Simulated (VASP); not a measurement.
KCl: relaxation of cell and atoms with r2SCAN

KCl:

```xyz
2
Lattice="3.7705 0.0000 0.0000 0.0000 3.7705 0.0000 0.0000 0.0000 3.7705" Properties=species:S:1:pos:R:3 pbc="T T T"
K     0.0000    0.0000    0.0000
Cl    1.8852    1.8852    1.8852
```

```
Program                : VASP 6.6.1
Task                   : relaxation of cell and atoms
Functional             : r2SCAN
Potentials or basis    : VASP PAW PBE potentials, release 64 (K_sv, Cl)
Cutoff                 : 600 eV
k mesh                 : 6 × 6 × 6
Occupations            : gaussian, width 0.01 eV
Spin                   : no spin polarisation
Dipole correction      : no
Further INCAR settings : ALGO = Normal; EDIFF = 1e-06; IBRION = 2; EDIFFG = -0.001; NSW = 80; ISIF = 3
```

- Relaxed volume: 26.82 Å³/atom
- Relaxed cell: a = 3.771 Å, b = 3.771 Å, c = 3.771 Å, α = 90.00°, β = 90.00°, γ = 90.00°
- Space group after relaxing (to 0.05 Å): Pm-3m (No. 221)
- Energy gained by relaxing: 0.0 meV/atom
- Ionic steps: 4
- Pressure after relaxing: 0.0 GPa
- Band gap on the k mesh: 5.81 eV, indirect (least direct gap 6.02 eV)

Final structure:
```
K Cl
1.0
     3.77141    0.00000    0.00000
     0.00000    3.77141    0.00000
     0.00000    0.00000    3.77141
K Cl
1 1
Direct
  0.00000 0.00000 0.00000
  0.50000 0.50000 0.50000
```

Levels at points of the mesh, in eV from the valence-band top:
```csv
k point,band 5,band 6,band 7,band 8,band 9,band 10,band 11,band 12
"(0.00, 0.00, 0.00)",-11.69,-0.22,-0.22,-0.22,5.81,7.09,7.09,11.60
"(0.50, 0.00, 0.00)",-11.56,-1.90,-0.23,-0.23,8.56,8.73,9.32,10.84
"(0.50, 0.50, 0.00)",-11.63,-1.30,-1.30,0.00,6.86,8.08,9.73,9.73
"(0.50, 0.50, 0.50)",-11.89,-1.45,-1.45,-1.45,9.67,9.67,9.67,10.96
```

Wall time 74 s on 1 thread of AMD EPYC 9R45 96-Core Processor (Zen 5), on a shared host, peak memory 0.15 GiB.

Caveat: the PAW data sets were made with another functional, which shifts forces and pressure a little. r2SCAN opens gaps a little over a GGA but as a rule still falls short of measured ones.
